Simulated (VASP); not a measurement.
# FeSi (zincblende type) (F-43m) in VASP: single point with LDA

Aim: the single point of FeSi (zincblende type) with LDA.

All numbers are computed with VASP 6.6.1; they aren't measurements. Logs are shortened: lines on timing, memory, paths and dates and some standing lists are left out, and cuts for length are marked.

**1. The cell of the first run**

Symmetry: F-43m, No. 216, cubic system. Conventional cell: a = 5.077 Å, b = 5.077 Å, c = 5.077 Å, α = 90.00°, β = 90.00°, γ = 90.00°. Within 2.9 Å of Fe (site symmetry -43m) lie 4 Si at 2.20 Å. Si (site symmetry -43m) has 4 Fe at 2.20 Å within 2.9 Å.

**2. Single point, LDA, collinear spin, ferromagnetic start**

Input file INCAR:

```
PREC     = Accurate       # precision mode
ENCUT    = 520            # plane-wave cutoff, eV
EDIFF    = 1E-6           # SCF threshold, eV
ISMEAR   = -1             # smearing method
SIGMA    = 0.08           # smearing width, eV
LREAL    = False          # projectors in reciprocal space
LASPH    = True           # aspherical terms in the spheres
NELM     = 150            # most SCF steps
ALGO     = Normal         # electronic algorithm
ISIF     = 2              # what is computed and relaxed
LWAVE    = False          # write WAVECAR
LCHARG   = False          # write CHGCAR
ISPIN    = 2              # spin polarisation
MAGMOM   = 2.5 0          # initial moments
LORBIT   = 11             # projections on sites
LMAXMIX  = 4              # l up to which the mixer works
GGA      = CA             # functional
NBANDS   = 17             # bands
```

Input file KPOINTS:

```
regular mesh
0
Gamma
  12 12 12
```

Input file POSCAR:

```
FeSi
1.0
    0.0000000000      2.5387327705      2.5387327705
    2.5387327705      0.0000000000      2.5387327705
    2.5387327705      2.5387327705      0.0000000000
Fe Si
1 1
Direct
    0.0000000000      0.0000000000      0.0000000000
    0.2500000000      0.2500000000      0.2500000000
```

Potentials or basis: VASP PAW LDA potentials, release 64 (Fe, Si).

Launch:

```
> cat potpaw_LDA.64/Fe/POTCAR potpaw_LDA.64/Si/POTCAR > POTCAR
> mpirun -np 1 vasp_std > vasp.out
```

OUTCAR:

```text
PREC = Accurate
   ENCUT = 520
   EDIFF = 1E-6
   ISMEAR = -1
   LREAL = False
   LASPH = True
   NELM = 150
   ISIF = 2
   ISPIN = 2
   LORBIT = 11
   GGA = CA

 ion  position               nearest neighbor table
   1  0.000  0.000  0.000-   2 2.20   2 2.20   2 2.20   2 2.20
   2  0.250  0.250  0.250-   1 2.20   1 2.20   1 2.20   1 2.20

  LATTYP: Found a face centered cubic cell.
 ALAT       =     5.0774655410

  Lattice vectors:

 A1 = (   0.0000000000,   2.5387327705,   2.5387327705)
 A2 = (   2.5387327705,   0.0000000000,   2.5387327705)
 A3 = (   2.5387327705,   2.5387327705,   0.0000000000)

Analysis of symmetry for initial positions (statically):
=====================================================================
 Subroutine PRICEL returns:
 Original cell was already a primitive cell.

 Routine SETGRP: Setting up the symmetry group for a
 face centered cubic supercell.

 Subroutine GETGRP returns: Found 24 space group operations
 (whereof 24 operations were pure point group operations)
 out of a pool of 48 trial point group operations.

The static configuration has the point symmetry T_d .

Analysis of symmetry for dynamics (positions and initial velocities):
=====================================================================
 Subroutine PRICEL returns:
 Original cell was already a primitive cell.

 Routine SETGRP: Setting up the symmetry group for a
 face centered cubic supercell.

 Subroutine GETGRP returns: Found 24 space group operations
 (whereof 24 operations were pure point group operations)
 out of a pool of 48 trial point group operations.

The dynamic configuration has the point symmetry T_d .

Analysis of structural, dynamic, and magnetic symmetry:
=====================================================================
 Subroutine PRICEL returns:
 Original cell was already a primitive cell.

 Routine SETGRP: Setting up the symmetry group for a
 face centered cubic supercell.

 Subroutine GETGRP returns: Found 24 space group operations
 (whereof 24 operations were pure point group operations)
 out of a pool of 48 trial point group operations.

The overall configuration has the point symmetry T_d .

 Subroutine INISYM returns: Found 24 space group operations
 (whereof 24 operations are pure point group operations),
 and found     1 'primitive' translations

----------------------------------------------------------------------------------------

[... 108 lines left out ...]
   EFERMI_NEDOS =   21; number of points for ismear=-14 and -15
   IALGO  =     38    algorithm
   IMIX   =      4    mixing-type and parameters
     AMIX     =   0.40;   BMIX     =  1.00
     AMIX_MAG =   1.60;   BMIX_MAG =  1.00
  volume/ion in A,a.u.               =      16.36       110.42
  Fermi-wavevector in a.u.,A,eV,Ry     =   1.171768  2.214320 18.681343  1.373040
  Thomas-Fermi vector in A             =   2.308207
   LORBIT       =     11    0 simple, 1 ext, 2 COOP (PROOUT), +10 PAW based schemes
   GGA     = CA    functional components
   LHFCALC =     F    Hartree Fock is set to
   AEXX    =    0.0000 exact exchange contribution
   IVDW    =     0    specifies the selected vdW correction
   LEPSILON=     F    determine dielectric tensor
   LRPA    =     F    only Hartree local field effects (RPA)
 spin polarized calculation
  energy-cutoff  :      520.00
  volume of cell :       32.73
 maximum number of plane-waves:       903
   NGX = 13   NGY = 13   NGZ = 13

 number of electron      12.0000006 magnetization       0.0061772

 number of electron      12.0000006 magnetization      -0.0022062

 Free energy of the ion-electron system (eV)
  ---------------------------------------------------
  ext. energy  EPLUGINS =         0.00000000
  ---------------------------------------------------
  free energy    TOTEN  =       -13.86976362 eV

  energy without entropy =      -13.82432479  energy(sigma->0) =      -13.84704421

 E-fermi :   4.5187     XC(G=0): -10.7996

 val. band max:        4.5059894552   @ k =   0.5000   0.5000   0.0000
 cond. band min:       4.5444752628   @ k =   0.5000   0.0000   0.0000
 fundamental gap:      0.0384858076
 Fermi energy:         4.5186791264

 spin component 1

 k-point     1 :       0.0000    0.0000    0.0000
  band No.  band energies     occupation
      1      -5.1270      1.00000
      2       2.5464      1.00000
      3       2.5464      1.00000
      4       2.5464      1.00000
      5       4.0514      0.99710
      6       4.0514      0.99710
[... 459 lines left out ...]
      6       4.1505      0.99007
[... 9 lines left out ...]
     16      22.1326      0.00000
     17      25.1692      0.00000

 [... further k-points ...]

 spin component 2

 k-point     1 :       0.0000    0.0000    0.0000
  band No.  band energies     occupation
      1      -5.1269      1.00000
      2       2.5451      1.00000
      3       2.5451      1.00000
      4       2.5451      1.00000
      5       4.0492      0.99718
      6       4.0492      0.99718
[... 459 lines left out ...]
      6       4.1484      0.99033
[... 9 lines left out ...]
     16      22.1324      0.00000
     17      25.1692      0.00000

 [... further k-points ...]
[... 5 lines left out ...]
  --------------------------------------------------------------------------------------
  -------------------------------------------------------------------------------------
  Total       -0.8509757     -0.8509757     -0.8509757      0.0000000     -0.0000000      0.0000000
  in kB      -41.6626416    -41.6626416    -41.6626416      0.0000000     -0.0000000      0.0000000
  external PRESSURE =     -41.6626416 kB  Pullay stress =       0.0000000 kB

 VOLUME and BASIS-vectors are now :
 -----------------------------------------------------------------------------
  energy-cutoff  :      520.00
  volume of cell :       32.73
      direct lattice vectors                 reciprocal lattice vectors
     0.000000000  2.538732770  2.538732770    -0.196948653  0.196948653  0.196948653
     2.538732770  0.000000000  2.538732770     0.196948653 -0.196948653  0.196948653
     2.538732770  2.538732770  0.000000000     0.196948653  0.196948653 -0.196948653

 POSITION                                       TOTAL-FORCE (eV/Angst)
 -----------------------------------------------------------------------------------
      0.00000      0.00000      0.00000        -0.000000      0.000000      0.000000
      1.26937      1.26937      1.26937         0.000000     -0.000000     -0.000000
 -----------------------------------------------------------------------------------
    total drift:                               -0.000000     -0.000000     -0.000000

  FREE ENERGIE OF THE ION-ELECTRON SYSTEM (eV)
  ---------------------------------------------------
  free  energy   TOTEN  =       -13.8697636202 eV

  energy  without entropy=      -13.8243247907  energy(sigma->0) =      -13.84704421

 total charge

# of ion       s       p       d       tot
------------------------------------------
    1        0.483   0.396   6.630   7.509
    2        0.834   0.903   0.000   1.737
--------------------------------------------------
tot          1.318   1.299   6.630   9.246

 magnetization (x)

# of ion       s       p       d       tot
------------------------------------------
    1       -0.000   0.000  -0.002  -0.002
    2        0.000   0.000   0.000   0.000
--------------------------------------------------
tot          0.000   0.000  -0.002  -0.002
```

OSZICAR:

```text
N       E                     dE             d eps       ncg     rms          rms(c)
DAV:   1     0.411869254379E+02    0.41187E+02   -0.49993E+03  4984   0.690E+02
DAV:   2    -0.127631375574E+02   -0.53950E+02   -0.47272E+02  5105   0.146E+02
DAV:   3    -0.153197388841E+02   -0.25566E+01   -0.25032E+01  6269   0.351E+01
[... 15 lines left out ...]
DAV:  19    -0.138697548546E+02   -0.12827E-03   -0.14561E-03  6991   0.312E-01    0.415E-02
DAV:  20    -0.138697627141E+02   -0.78595E-05   -0.61263E-05  6951   0.439E-02    0.222E-02
DAV:  21    -0.138697582186E+02    0.44955E-05   -0.19577E-04  6595   0.122E-01    0.184E-02
DAV:  22    -0.138697603850E+02   -0.21664E-05   -0.65224E-06  4672   0.215E-02    0.137E-02
DAV:  23    -0.138697629683E+02   -0.25833E-05   -0.14547E-05  4356   0.325E-02    0.668E-03
DAV:  24    -0.138697636202E+02   -0.65183E-06   -0.40334E-06  3020   0.161E-02
   1 F= -.13869764E+02 E0= -.13847044E+02  d E =-.454388E-01  mag=     0.0005
```

stdout:

```text
POSCAR found type information on POSCAR FeSi
 POSCAR found :  2 types and       2 ions
 scaLAPACK will be used
 LDA part: xc-table for (Slater(with rela. corr.)+CA(PZ))
 , standard interpolation
 POSCAR, INCAR and KPOINTS ok, starting setup
 FFT: planning ... GRIDC
 FFT: planning ... GRID_SOFT
 FFT: planning ... GRID
 WAVECAR not read
 entering main loop
```

Run time: 75 s. Hardware: 1 thread of AMD EPYC 9R45 (Zen 5), shared host; peak memory 0.16 GiB.

What came out:

```yaml
Free_energy: -13.8698 eV
Pressure: -4.2 GPa
Band_gap_on_the_k_mesh: 0.04 eV, indirect (least direct gap 0.24 eV)
Net_moment: 0.00 μB per cell
Valence_electrons_inside_the_program's_atomic_spheres: Fe 7.51; Si 1.74
```

Levels at points of the mesh, in eV from the valence-band top:
Spin up:
```tsv
k point	band 4	band 5	band 6	band 7	band 8	band 9
(0.00, 0.00, 0.00)	-1.96	-0.45	-0.45	7.07	7.07	7.07
(0.50, 0.00, 0.00)	-1.72	-0.26	-0.26	0.04	4.51	4.51
(0.50, 0.50, 0.00)	-0.87	-0.87	0.00	0.39	1.46	1.46
```
Spin down:
| k point | band 4 | band 5 | band 6 | band 7 | band 8 | band 9 |
| --- | --- | --- | --- | --- | --- | --- |
| (0.00, 0.00, 0.00) | -1.96 | -0.46 | -0.46 | 7.07 | 7.07 | 7.07 |
| (0.50, 0.00, 0.00) | -1.72 | -0.26 | -0.26 | 0.04 | 4.51 | 4.51 |
| (0.50, 0.50, 0.00) | -0.87 | -0.87 | 0.00 | 0.39 | 1.45 | 1.45 |

Caveat: the starting moments collapsed, and a magnetic state may lie lower. A k mesh can miss the band edges.
